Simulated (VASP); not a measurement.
# Ba2SnC6 (P4/mmm) in VASP: a series of runs, part 2 of 3

VASP 6.6.1. The steps go on from the part before.

### 3 Single point, PBE

This run uses another cell than the first one, of 20.26 Å³/atom.

INCAR

```
PREC = Accurate
ENCUT = 520
EDIFF = 1E-7
ISMEAR = 0
SIGMA = 0.1
LREAL = F
LASPH = T
NELM = 100
ALGO = Normal
ISIF = 2
LWAVE = F
LCHARG = F
GGA = PE
NBANDS = 39
```

KPOINTS

```
regular mesh
0
Gamma
  4 4 2
```

POSCAR

```
Ba2SnC6
1.0
    4.9019897600      0.0000000000      0.0000000000
    0.0000000000      4.9019897600      0.0000000000
    0.0000000000      0.0000000000      7.5872831400
Ba Sn C
2 1 6
Direct
    0.0000000000      0.5000000000      0.5000000000
    0.5000000000      0.0000000000      0.5000000000
    0.5000000000      0.5000000000      0.0000000000
    0.0000000000      0.5000000000      0.7906766800
    0.5000000000      0.0000000000      0.7906766800
    0.0000000000      0.5000000000      0.2093233200
    0.5000000000      0.0000000000      0.2093233200
    0.5000000000      0.5000000000      0.8030317500
    0.5000000000      0.5000000000      0.1969682500
```

Potentials or basis: VASP PAW PBE potentials, release 64 (Ba_sv, Sn_d, C).

Launch:

```
$ cat potpaw_PBE.64/Ba_sv/POTCAR potpaw_PBE.64/Sn_d/POTCAR potpaw_PBE.64/C/POTCAR > POTCAR
$ mpirun -np 1 vasp_std > vasp.out
```

Run time: 2 min. Hardware: 1 thread of Intel Xeon Platinum 8488C (Sapphire Rapids), shared host; peak memory 0.29 GiB.

Results (log left out):

| Quantity | Value |
| --- | --- |
| Free energy | -20.3435 eV |
| Pressure | 28.9 GPa |
| Largest force | 34.044 eV/Å |
| Band gap on the k mesh | zero (bands 29 and 30 overlap by 0.69 eV) |

Forces in eV/Å, atoms in the order of the input:
```
Ba    0.000   0.000   0.000
Ba    0.000   0.000   0.000
Sn    0.000   0.000   0.000
C     0.000   0.000   1.753
C     0.000   0.000   1.753
C     0.000   0.000  -1.753
C     0.000   0.000  -1.753
C     0.000   0.000 -34.044
C     0.000   0.000  34.044
```

Stress tensor (GPa, compression positive):
```
-4.67  0.00  0.00
 0.00 -4.67  0.00
 0.00  0.00 96.06
```

Levels at points of the mesh, in eV from the Fermi level:
| k point | band 26 | band 27 | band 28 | band 29 | band 30 | band 31 | band 32 | band 33 |
| --- | --- | --- | --- | --- | --- | --- | --- | --- |
| (0.00, 0.00, 0.00) | -1.37 | -1.34 | -0.52 | -0.24 | -0.24 | 0.39 | 0.39 | 0.77 |
| (0.50, 0.00, 0.00) | -1.18 | -0.83 | -0.70 | -0.07 | 0.06 | 0.67 | 0.79 | 1.20 |
| (0.50, 0.50, 0.00) | -0.52 | -0.52 | -0.04 | 0.45 | 0.57 | 0.90 | 0.90 | 1.10 |
| (0.00, 0.00, 0.50) | -0.96 | -0.56 | -0.56 | -0.13 | -0.05 | 0.70 | 0.70 | 0.77 |
| (0.50, 0.00, 0.50) | -0.84 | -0.73 | -0.22 | 0.09 | 0.24 | 0.29 | 0.75 | 1.07 |
| (0.50, 0.50, 0.50) | -0.79 | -0.79 | -0.18 | 0.45 | 0.64 | 0.78 | 0.88 | 0.88 |

Caveat: the k points lie up to 0.41 Å⁻¹ apart, too coarse for converged energies and pressures of a metal; atoms lie so close that the PAW spheres overlap strongly, which falsifies energies and pressures; spin-orbit coupling is left out, which moves the levels of the heavy elements; forces of over 1 eV/Å act on the atoms, so gaps and moduli don't describe the material at rest.

### 4 Relaxation of cell and atoms, PBE

This run uses another cell than the first one, of 20.26 Å³/atom.

INCAR

```
ALGO = Normal
EDIFF = 1E-6
EDIFFG = -0.04
ENCUT = 600
GGA = PE
IBRION = 2
ISIF = 3
ISMEAR = 0
LASPH = True
LCHARG = False
LREAL = False
LWAVE = False
NELM = 60
NSW = 90
PREC = Accurate
SIGMA = 0.1
```

KPOINTS

```
k-points
0
Gamma
  4 4 2
```

POSCAR is that of step 3.

Potentials or basis: VASP PAW PBE potentials, release 64 (Ba_sv, Sn_d, C).

Launch:

```
$ cat potpaw_PBE.64/Ba_sv/POTCAR potpaw_PBE.64/Sn_d/POTCAR potpaw_PBE.64/C/POTCAR > POTCAR
$ mpirun -np 1 vasp_std > vasp.out
```

OUTCAR:

```text
EDIFF = 1E-6
   EDIFFG = -0.04
   ENCUT = 600
   GGA = PE
   IBRION = 2
   ISIF = 3
   ISMEAR = 0
   LASPH = True
   LREAL = False
   NELM = 60
   NSW = 90
   PREC = Accurate

 ion  position               nearest neighbor table
   1  0.000  0.500  0.500-   4 2.21   6 2.21   8 3.36   9 3.36   8 3.36   9 3.36   2 3.47   2 3.47
                             2 3.47   2 3.47
   2  0.500  0.000  0.500-   5 2.21   7 2.21   8 3.36   9 3.36   8 3.36   9 3.36   1 3.47   1 3.47
                             1 3.47   1 3.47
   3  0.500  0.500  0.000-   8 1.49   9 1.49
   4  0.000  0.500  0.791-   1 2.21
   5  0.500  0.000  0.791-   2 2.21
   6  0.000  0.500  0.209-   1 2.21
   7  0.500  0.000  0.209-   2 2.21
   8  0.500  0.500  0.803-   3 1.49   2 3.36   1 3.36   2 3.36   1 3.36
   9  0.500  0.500  0.197-   3 1.49   2 3.36   1 3.36   2 3.36   1 3.36

  LATTYP: Found a simple tetragonal cell.
 ALAT       =     4.9019897600
 C/A-ratio  =     1.5477966115

  Lattice vectors:

 A1 = (   4.9019897600,   0.0000000000,   0.0000000000)
 A2 = (   0.0000000000,   4.9019897600,   0.0000000000)
 A3 = (   0.0000000000,   0.0000000000,   7.5872831400)

Analysis of symmetry for initial positions (statically):
[... 168 lines left out ...]
 number of electron      57.9999996 magnetization

 Free energy of the ion-electron system (eV)
  ---------------------------------------------------
  ext. energy  EPLUGINS =         0.00000000
  ---------------------------------------------------
  free energy    TOTEN  =       -20.34763596 eV

  energy without entropy =      -20.31538500  energy(sigma->0) =      -20.33151048

------------------------ aborting loop because EDIFF is reached ----------------------------------------

  FORCE on cell =-STRESS in cart. coord.  units (eV):
  Direction    XX          YY          ZZ          XY          YZ          ZX
  --------------------------------------------------------------------------------------
  -------------------------------------------------------------------------------------
  Total       -5.3423283     -5.3423283    109.2451634      0.0000000      0.0000000      0.0000000
  in kB      -46.9472399    -46.9472399    960.0231606      0.0000000      0.0000000      0.0000000
  external PRESSURE =     288.7095603 kB  Pullay stress =       0.0000000 kB
[... 1015 lines left out ...]
     33       5.5333      0.00000
     34       5.5333      0.00000

[... ionic steps 4 to 17 ...]

--------------------------------------- Ionic step       18  -------------------------------------------

 number of electron      58.0000006 magnetization

------------------------ aborting loop because EDIFF is reached ----------------------------------------
[... 81 lines left out ...]
--------------------------------------- Ionic step       20  -------------------------------------------

 number of electron      58.0000003 magnetization

 Free energy of the ion-electron system (eV)
  ---------------------------------------------------
  ext. energy  EPLUGINS =         0.00000000
  ---------------------------------------------------
  free energy    TOTEN  =       -36.17816344 eV

  energy without entropy =      -36.14618912  energy(sigma->0) =      -36.16217628

 E-fermi :   4.2634     XC(G=0): -10.0792

 val. band max:        4.2273864436   @ k =   0.5000   0.0000   0.5000
 cond. band min:       4.2779230936   @ k =   0.5000   0.2500   0.0000
 fundamental gap:      0.0505366500
 Fermi energy:         4.2633689234
[... 478 lines left out ...]
  FREE ENERGIE OF THE ION-ELECTRON SYSTEM (eV)
  ---------------------------------------------------
  free  energy   TOTEN  =       -36.1781634409 eV

  energy  without entropy=      -36.1461891181  energy(sigma->0) =      -36.16217628

 reached required accuracy - stopping structural energy minimisation
```

CONTCAR:

```text
Ba2SnC6
   1.00000000000000
     4.3071252950294765   -0.0000000000000000   -0.0000000000000000
    -0.0000000000000000    4.3071252950294765    0.0000000000000000
    -0.0000000000000000   -0.0000000000000000    8.3718216228712663
  Ba              Sn              C
     2     1     6
Direct
     0.0000000000000000    0.5000000000000000    0.5000000000000000
     0.5000000000000000    0.0000000000000000    0.5000000000000000
     0.5000000000000000    0.5000000000000000    0.0000000000000000
     0.0000000000000000    0.5000000000000000    0.8190960895736882
     0.5000000000000000    0.0000000000000000    0.8190960895736882
     0.0000000000000000    0.5000000000000000    0.1809039104263118
     0.5000000000000000    0.0000000000000000    0.1809039104263118
     0.5000000000000000    0.5000000000000000    0.7446240179812422
     0.5000000000000000    0.5000000000000000    0.2553759820187580

  0.00000000E+00  0.00000000E+00  0.00000000E+00
  0.00000000E+00  0.00000000E+00  0.00000000E+00
  0.00000000E+00  0.00000000E+00  0.00000000E+00
  0.00000000E+00  0.00000000E+00  0.00000000E+00
  0.00000000E+00  0.00000000E+00  0.00000000E+00
  0.00000000E+00  0.00000000E+00  0.00000000E+00
  0.00000000E+00  0.00000000E+00  0.00000000E+00
  0.00000000E+00  0.00000000E+00  0.00000000E+00
  0.00000000E+00  0.00000000E+00  0.00000000E+00
```

Run time: 30 min. Hardware: 1 thread of Intel Xeon Platinum 8488C (Sapphire Rapids), shared host; peak memory 0.4 GiB.

What came out:

* Free energy: -36.1782 eV
* Relaxed volume: 17.26 Å³/atom
* Relaxed cell: a = 4.307 Å, b = 4.307 Å, c = 8.372 Å, α = 90.00°, β = 90.00°, γ = 90.00°
* Space group after relaxing (to 0.1 Å): P4/mmm (No. 123)
* Energy gained by relaxing: 1758.9 meV/atom
* Ionic steps: 20
* Pressure after relaxing: 0.0 GPa
* Largest force after relaxing: 0.007 eV/Å
* Band gap on the k mesh: zero (bands 29 and 30 overlap by 1.19 eV)

Forces in eV/Å, atoms in the order of the input:
```
Ba   0.000  0.000  0.000
Ba   0.000  0.000  0.000
Sn   0.000  0.000  0.000
C    0.000  0.000  0.005
C    0.000  0.000  0.005
C    0.000  0.000 -0.005
C    0.000  0.000 -0.005
C    0.000  0.000  0.007
C    0.000  0.000 -0.007
```

The path:
```
step  energy change (eV)  largest force (eV/Å)  pressure (GPa)  volume (Å³)
   1              0.0000               34.0353           28.87       182.32
   2             -5.0711                0.5010           -4.51       272.76
   3             -5.6611                0.4095           -5.09       266.88
   4             -6.2181                0.2790           -5.71       261.36
   5            -11.0363                1.7399           -8.00       222.94
   6            -12.9999                1.6245           -6.50       202.91
   7            -13.3271                1.3363           -3.15       192.68
   8            -13.3356                1.3589           -3.92       194.47
   9            -14.5068                1.1383           -4.93       182.95
  10            -15.0389                0.9196            1.44       148.20
  11            -15.5324                1.0812           -3.92       163.61
  12            -15.5438                1.0617           -3.52       161.95
  13            -15.7418                0.4829            2.88       148.82
  14            -15.7553                0.6463            1.44       151.25
  15            -15.8177                0.1256            0.74       153.39
  16            -15.8191                0.1450            0.67       153.75
  17            -15.8246                0.0855           -0.35       155.67
  18            -15.8248                0.0935           -0.20       155.41
  19            -15.8277                0.0661           -0.14       155.38
  20            -15.8305                0.0066            0.02       155.31
```

Final structure:
```cif
data_structure
_symmetry_space_group_name_H-M 'P 1'
_symmetry_Int_Tables_number 1
_cell_length_a 4.3071
_cell_length_b 4.3071
_cell_length_c 8.3718
_cell_angle_alpha 90.000
_cell_angle_beta 90.000
_cell_angle_gamma 90.000
_cell_volume 155.31
loop_
_atom_site_label
_atom_site_type_symbol
_atom_site_fract_x
_atom_site_fract_y
_atom_site_fract_z
_atom_site_occupancy
Ba1 Ba 0.00000 0.50000 0.50000 1
Ba2 Ba 0.50000 0.00000 0.50000 1
Sn1 Sn 0.50000 0.50000 0.00000 1
C1 C 0.00000 0.50000 0.81910 1
C2 C 0.50000 0.00000 0.81910 1
C3 C 0.00000 0.50000 0.18090 1
C4 C 0.50000 0.00000 0.18090 1
C5 C 0.50000 0.50000 0.74462 1
C6 C 0.50000 0.50000 0.25538 1
```

Levels at points of the mesh, in eV from the Fermi level:
```tsv
k point	band 26	band 27	band 28	band 29	band 30	band 31	band 32	band 33
(0.00, 0.00, 0.00)	-2.35	-1.19	-1.06	-0.40	0.60	0.60	0.73	0.73
(0.50, 0.00, 0.00)	-0.85	-0.67	-0.33	-0.31	0.34	0.91	0.98	1.60
(0.50, 0.50, 0.00)	0.08	0.08	0.56	0.56	0.87	0.89	1.22	1.86
(0.00, 0.00, 0.50)	-2.12	-0.74	-0.40	-0.38	-0.17	0.21	0.45	0.45
(0.50, 0.00, 0.50)	-1.03	-0.70	-0.62	-0.10	-0.04	0.05	1.08	1.55
(0.50, 0.50, 0.50)	-0.93	-0.93	0.74	0.74	0.75	0.75	0.78	1.40
```

Caveat: the k points lie up to 0.38 Å⁻¹ apart in the final cell, too coarse for converged energies and pressures of a metal; spin-orbit coupling is left out, which moves the levels of the heavy elements.

(Continued in part 3 of 3.)
